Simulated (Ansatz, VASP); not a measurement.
## LiF in VASP and in Ansatz

Contents of INCAR:

```
ALGO = Normal
EDIFF = 1E-6
ENCUT = 750
GGA = CA
GGA_COMPAT = F
ISIF = 2
ISMEAR = -1
LASPH = T
LCHARG = F
LREAL = F
LWAVE = F
NBANDS = 12
NELM = 120
PREC = Accurate
SIGMA = 0.03
```

KPOINTS

```
k-points
0
Gamma
  10 10 10
```

Contents of POSCAR:

```
LiF
1.0
    0.0000000000      1.9867804471      1.9867804471
    1.9867804471      0.0000000000      1.9867804471
    1.9867804471      1.9867804471      0.0000000000
Li F
1 1
Direct
    0.0000000000      0.0000000000      0.0000000000
    0.5000000000      0.5000000000      0.5000000000
```

Input for Ansatz:

```yaml
crystal:
  lattice:
    - [0.0, 1.9867804471, 1.9867804471]
    - [1.9867804471, 0.0, 1.9867804471]
    - [1.9867804471, 1.9867804471, 0.0]
  atoms:
    - { symbol: Li, position: [0.0, 0.0, 0.0] }
    - { symbol: F, position: [0.5, 0.5, 0.5] }
kpoints:
  mp_grid: { grid: [10, 10, 10] }
scf:
  occupations: { method: fermi_dirac, width: 0.03 }
hamiltonian:
  xc: lda
  pseudopotentials: { kind: all_electron, lapw: { basis_error: 0.00025 } }
output:
  forces: true
  stress: true
  eigenvalues: true
```

Change from the starting cell: functional lda, volume scaled by 0.96.

Alike in both runs: task single point; functional LDA; k mesh 10 × 10 × 10; occupations fermi-dirac, width 0.03 eV; no spin polarisation.

|  | VASP | Ansatz |
| --- | --- | --- |
| version | VASP 6.6.1 | Ansatz 0.2.0 |
| potentials or method | VASP PAW LDA potentials, release 64 (Li_sv, F), cutoff 750 eV | all-electron LAPW, scalar-relativistic |

```csv
,VASP,Ansatz,Ansatz less VASP
gap on the k mesh at the Fermi level (eV),9.20,9.20,-0.007
pressure (GPa),-4.4,-3.8,+0.58
```

LDA's correlation is that of Perdew and Zunger in VASP and of Perdew and Wang (1992) in Ansatz. Ansatz ran all-electron here, and VASP with PAW potentials.
